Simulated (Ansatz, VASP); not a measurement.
# Pt in VASP and in Ansatz

```
Pt
1.0
     2.01780    2.01780    0.00000
    -2.01780    2.01780    0.00000
     0.00000    0.00000    4.03560
Pt
2
Direct
  0.00000 0.00000 0.00000
  0.50000 0.50000 0.50000
```

Change from the starting cell: equal strain along all axes, cell held, atoms relaxed: +3.0 %.

Alike in both runs: task single point; functional PBEsol; k mesh 18 × 18 × 14; occupations gaussian, width 0.1 eV; no spin polarisation.

|  | VASP | Ansatz |
| --- | --- | --- |
| version | VASP 6.6.1 | Ansatz 0.2.0 |
| potentials or method | VASP PAW PBE potentials, release 64 (Pt), cutoff 520 eV | scalar-relativistic, plane waves, PAW |
| valence electrons in the cell | 20 | 36 |

VASP gave:

| Quantity | Value |
| --- | --- |
| gap on the k mesh at the Fermi level (eV) | none |
| pressure (GPa) | -20.4 |

Task: Estimate Ansatz's values.

Result: gap on the k mesh at the Fermi level (eV): none; pressure (GPa): -20.1.

VASP's potentials were made for PBE, not for PBEsol. A gap of «none» marks a metal or a gap that the smearing closes. VASP's potentials hold 20 valence electrons a cell and Ansatz's 36, so a difference there can come from the potentials and not from the codes.

Neither program's run includes spin-orbit coupling.
